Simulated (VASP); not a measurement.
Set up this calculation in VASP 6.6.1, as the native input.

```yaml
Task: single point
Functional: PBE
Potentials_or_basis: VASP PAW PBE potentials, release 64 (W_sv, Ta_pv, C)
Cutoff: 520 eV
k_mesh: 8 × 8 × 8
Occupations: fermi-dirac, width 0.05 eV
Spin: no spin polarisation
Dipole_correction: no
Further_INCAR_settings: ALGO = Normal; EDIFF = 1e-06; NBANDS = 24
```

The structure of TaWC2 lies in POSCAR:

```
TaWC2
1.0
    1.5718551461      0.9075109917      5.1016196719
   -1.5718551461      0.9075109917      5.1016196719
    0.0000000000     -1.8150219835      5.1016196719
W Ta C
1 1 2
Direct
    0.0000000000      0.0000000000      0.0000000000
    0.5000000000      0.5000000000      0.5000000000
    0.2509330000      0.2509330000      0.2509330000
    0.7490670000      0.7490670000      0.7490670000
```

The input as run:

INCAR

```
SYSTEM = TaWC2
PREC = Accurate ; ENCUT = 520
EDIFF = 1E-6 ; ISMEAR = -1
SIGMA = 0.05 ; LREAL = .FALSE.
LASPH = .TRUE. ; NELM = 100
ALGO = Normal ; ISIF = 2
LWAVE = .FALSE. ; LCHARG = .FALSE.
GGA = PE ; NBANDS = 24
```

KPOINTS

```
regular mesh
0
G
  8 8 8
  0 0 0
```

Potentials or basis: VASP PAW PBE potentials, release 64 (W_sv, Ta_pv, C).

Launch:

```bash
$ cat potpaw_PBE.64/W_sv/POTCAR potpaw_PBE.64/Ta_pv/POTCAR potpaw_PBE.64/C/POTCAR > POTCAR
$ mpirun -np 1 vasp_std > vasp.out
```

It gave:

```yaml
Pressure: -1.9 GPa
Largest_force: 0.070 eV/Å
Band_gap_on_the_k_mesh: zero (an odd number of electrons rules out a gap without spin polarisation)
```

Caveat: spin-orbit coupling is left out, which moves the levels of the heavy elements.

Wall time 3 min on 1 thread of Intel Xeon 8259CL (shared host), peak memory 0.28 GiB.
